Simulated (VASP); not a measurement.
Set up this calculation in VASP 6.6.1, as the native input.

| Quantity | Value |
| --- | --- |
| Task | single point |
| Functional | RPBE |
| Dispersion | D4 |
| Potentials or basis | VASP PAW PBE potentials, release 64 (Au) |
| Cutoff | 520 eV |
| k mesh | 11 × 11 × 11 |
| Occupations | fermi-dirac, width 0.02 eV |
| Spin | collinear spin |
| Starting moments | [2.0] μB |
| Fixed moment | 2 μB |
| Hubbard terms | Au d U = 3.0 eV |
| Dipole correction | no |
| Further INCAR settings | ALGO = Normal; EDIFF = 1e-06; NBANDS = 16 |

The structure of Au lies in POSCAR:

```
Au
1.0
    0.0060858780      2.0021942501      2.0196026224
    2.0620160366      0.0101603469      2.0155281534
    2.0607277415      1.9968314861      0.0114486420
Au
1
Direct
   -0.0089470000      0.0054120000     -0.0062730000
```

These files were run (other wordings do the same):

INCAR

```
  ALGO = Normal
  EDIFF = 1E-6
  ENCUT = 520
  GGA = RP
  ISIF = 2
  ISMEAR = -1
  ISPIN = 2
  IVDW = 13
  LASPH = T
  LCHARG = T
  LDAU = T
  LDAUJ = 0
  LDAUL = 2
  LDAUPRINT = 1
  LDAUTYPE = 2
  LDAUU = 3
  LELF = T
  LMAXMIX = 4
  LORBIT = 11
  LREAL = F
  LVHAR = T
  LWAVE = F
  MAGMOM = 2
  NBANDS = 16
  NELM = 150
  NUPDOWN = 2.0
  PREC = Accurate
  SIGMA = 0.02
```

KPOINTS

```
k-points
0
Gamma
  11 11 11
```

Potentials or basis: VASP PAW PBE potentials, release 64 (Au).

Launch:

```bash
$ cat potpaw_PBE.64/Au/POTCAR > POTCAR
$ mpirun -np 1 vasp_std > vasp.out
```

Results of the run:

| Quantity | Value |
| --- | --- |
| Pressure | 40.1 GPa |
| Net moment | 2.00 μB per cell |
| Site moments | Au +1.68 μB |
| Valence electrons inside the program's atomic spheres | Au 9.65 |
| Dispersion energy per atom | -1.343 eV |

Caveat: the cell stands under pressure; the dispersion term is far too large for a dense solid, which distorts pressure and volume; the PAW data sets were made with another functional, which shifts forces and pressure a little; the total moment is fixed, so each spin has its own Fermi level and the state may be an excited one; the U is typed as a test and isn't derived for this compound.

Wall time 4.2 min on 1 thread of Oxide Virtual Turin-like Processor, on a shared host, peak memory 0.32 GiB.
